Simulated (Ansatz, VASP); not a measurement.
SnSe: VASP beside Ansatz

```
Sn Se
1.0
     4.29240    0.00000    0.00000
     0.00000    4.29240    0.00000
     0.00000    0.00000    5.11130
Sn Se
2 2
Direct
  0.50000 0.00000 0.25009
  0.00000 0.50000 0.74991
  0.50000 0.00000 0.74994
  0.00000 0.50000 0.25006
```

Alike in both runs: task single point; functional PBE; dispersion D3(BJ); k mesh 8 × 8 × 6; occupations gaussian, width 0.03 eV; no spin polarisation.

|  | VASP | Ansatz |
| --- | --- | --- |
| version | VASP 6.6.1 | Ansatz 0.2.0 |
| potentials or method | VASP PAW PBE potentials, release 64 (Sn_d, Se), cutoff 520 eV | scalar-relativistic, plane waves, PAW |
| valence electrons in the cell | 40 | 60 |

```csv
,VASP,Ansatz,Ansatz less VASP
gap on the k mesh at the Fermi level (eV),none,none,-
pressure (GPa),13.5,13.5,-0.02
"traceless stress, the component that is largest in VASP (GPa)",25.17,25.17,+0.007
rms of the force components (eV/Å),0.006,0.006,0.0000
```

Atom by atom the forces differ by 0.000 eV/Å (rms over components). A gap of «none» marks a metal or a gap that the smearing closes. VASP's potentials hold 40 valence electrons a cell and Ansatz's 60, so a difference there can come from the potentials and not from the codes.
